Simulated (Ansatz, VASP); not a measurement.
# One calculation of SrTiO3, two programs

```
Sr Ti O
1.0
     3.76951    0.00000    0.00000
     0.00000    3.76951    0.00000
     0.00000    0.00000    4.07757
Sr Ti O
1 1 3
Direct
  0.00000 0.00000 0.00000
  0.50000 0.50000 0.50000
  0.50000 0.00000 0.50000
  0.50000 0.50000 0.00000
  0.00000 0.50000 0.50000
```

Alike in both runs: task single point; functional PBE; k mesh 8 × 8 × 8; occupations gaussian, width 0.02 eV; no spin polarisation; Hubbard terms Ti d U = 4.0 eV.

|  | VASP | Ansatz |
| --- | --- | --- |
| version | VASP 6.6.1 | Ansatz 0.2.0 |
| potentials or method | VASP PAW PBE potentials, release 64 (Sr_sv, Ti_sv, O), cutoff 520 eV | scalar-relativistic, plane waves, PAW |
| valence electrons in the cell | 40 | 40 |

Ansatz gave:

```
gap on the k mesh at the Fermi level (eV)                     : 2.31
least direct gap on the mesh (eV)                             : 2.80
pressure (GPa)                                                : 13.3
traceless stress, the component that is largest in VASP (GPa) : -13.29
```

Question: Estimate VASP's values.

Answer: gap on the k mesh at the Fermi level (eV): 2.28; least direct gap on the mesh (eV): 2.79; pressure (GPa): 16.6; traceless stress, the component that is largest in VASP (GPa): -14.68.

The programs project onto different local orbitals, so the same U acts differently, and such runs can settle in different states.
